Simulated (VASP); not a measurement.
Input of a VASP 6.6.1 run:

INCAR

```
SYSTEM = Al2BN3
PREC = Accurate
ENCUT = 600
EDIFF = 1E-6
ISMEAR = 0
SIGMA = 0.1
LREAL = .FALSE.
LASPH = .TRUE.
NELM = 150
ALGO = Normal
ISIF = 3
LWAVE = .FALSE.
LCHARG = .FALSE.
ISPIN = 2
MAGMOM = 0 0 0 1 1 1
LORBIT = 11
GGA = PE
IBRION = 2
NSW = 90
EDIFFG = -0.04
```

The input KPOINTS:

```
Automatic mesh
0
G
  6 6 2
  0 0 0
```

The input POSCAR:

```
Al2BN3
1.0
    2.8571467200      0.0000000000      0.0000000000
    0.0000000000      2.8571467200      0.0000000000
    0.0000000000      0.0000000000     10.6320131400
Al B N
2 1 3
Direct
    0.5000000000      0.5000000000      0.8681410000
    0.5000000000      0.5000000000      0.1318590000
    0.0000000000      0.0000000000      0.0000000000
    0.0000000000      0.0000000000      0.6647679800
    0.0000000000      0.0000000000      0.3352320200
    0.5000000000      0.5000000000      0.5000000000
```

Potentials or basis: VASP PAW PBE potentials, release 64 (Al, B, N).

Command:

```console
$ cat potpaw_PBE.64/Al/POTCAR potpaw_PBE.64/B/POTCAR potpaw_PBE.64/N/POTCAR > POTCAR
$ mpirun -np 1 vasp_std > vasp.out
```

(1) Estimate the band gap on the k mesh.

(2) Estimate the space group after relaxing (to 0.1 Å).

(3) What does it give for the relaxed cell?

(4) What does it give for the net moment?

## Answers

(1) zero (filled and empty bands overlap).

(2) P4/mmm (No. 123).

(3) a = 2.795 Å, b = 2.795 Å, c = 7.650 Å, α = 90.00°, β = 90.00°, γ = 90.00°.

(4) 0.00 μB per cell.
